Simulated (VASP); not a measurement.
H5C16F, 22 atoms in the cell. The cell holds a slab with vacuum, 22 atoms: a = 5.049 Å, b = 5.049 Å, c = 16.676 Å, α = 90.00°, β = 90.00°, γ = 60.00°. 

| Property | Result |
| --- | --- |
| Program | VASP 6.6.1 |
| Task | single point |
| Functional | PBE |
| Dispersion | D3(BJ) |
| Potentials or basis | VASP PAW PBE potentials, release 64 (H, C, F) |
| Cutoff | 520 eV |
| k mesh | 3 × 3 × 1 |
| Occupations | gaussian, width 0.05 eV |
| Spin | no spin polarisation |
| Dipole correction | no |
| Further INCAR settings | LREAL = Auto; ALGO = Normal; EDIFF = 1e-06; NBANDS = 55 |

Potentials or basis: VASP PAW PBE potentials, release 64 (H, C, F).

Run with:

```console
$ cat potpaw_PBE.64/H/POTCAR potpaw_PBE.64/C/POTCAR potpaw_PBE.64/F/POTCAR > POTCAR
$ mpirun -np 1 vasp_std > vasp.out
```

Hardware: 1 thread of AMD EPYC 9R45 96-Core Processor (Zen 5), with other jobs on the host.

How long does it take, and how much memory?

Run time: 3.2 min on 1 thread of AMD EPYC 9R45 96-Core Processor (Zen 5), with other jobs on the host, peak memory 0.46 GiB. Counts: scf iterations 27, k points 5.
